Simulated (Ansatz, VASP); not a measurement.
**Mo in VASP and in Ansatz**

Contents of INCAR:

```
PREC = Accurate
ENCUT = 520
EDIFF = 1E-6
ISMEAR = -1
SIGMA = 0.05
LREAL = False
LASPH = True
NELM = 80
ALGO = Normal
ISIF = 2
LWAVE = False
LCHARG = False
NBANDS = 13
```

KPOINTS

```
Automatic mesh
0
Gamma
  7 7 7
```

POSCAR

```
Mo
1.0
   -1.5838089719      1.5838089719      1.5838089719
    1.5838089719     -1.5838089719      1.5838089719
    1.5838089719      1.5838089719     -1.5838089719
Mo
1
Direct
    0.0000000000      0.0000000000      0.0000000000
```

Contents of input.yaml:

```yaml
crystal:
  lattice:
    - [-1.5838089719, 1.5838089719, 1.5838089719]
    - [1.5838089719, -1.5838089719, 1.5838089719]
    - [1.5838089719, 1.5838089719, -1.5838089719]
  atoms:
    - { symbol: Mo, position: [0.0, 0.0, 0.0] }
hamiltonian:
  xc: lda
  pseudopotentials: { kind: paw }
kpoints:
  mp_grid: { grid: [7, 7, 7] }
  band_path:
    path:
      - [[0.0, 0.0, 0.0], [0.5, -0.5, 0.5], [0.0, 0.0, 0.5], [0.0, 0.0, 0.0], [0.25, 0.25, 0.25], [0.5, -0.5, 0.5]]
      - [[0.25, 0.25, 0.25], [0.0, 0.0, 0.5]]
    npoints: 14
scf:
  occupations: { method: fermi_dirac, width: 0.05 }
  n_extra_bands: 6
output:
  forces: true
  stress: true
  eigenvalues: true
  fatbands: true
```

Alike in both runs: functional LDA; k mesh 7 × 7 × 7; occupations fermi-dirac, width 0.05 eV; no spin polarisation.

```csv
,VASP,Ansatz
version,VASP 6.6.1,Ansatz 0.2.0
potentials or method,"VASP PAW LDA potentials, release 64 (Mo_sv)",Ansatz PAW
plane-wave cutoff (eV),520,420
valence electrons in the cell,14,14
task,single point,band structure
```

|  | VASP | Ansatz | Ansatz less VASP |
| --- | --- | --- | --- |
| gap on the k mesh at the Fermi level (eV) | none | none | - |
| pressure (GPa) | -12.3 | -13.4 | -1.05 |

LDA's correlation is that of Perdew and Zunger in VASP and of Perdew and Wang (1992) in Ansatz. A gap of «none» marks a metal or a gap that the smearing closes.

The k mesh is coarse, so the values compare programs but aren't converged.
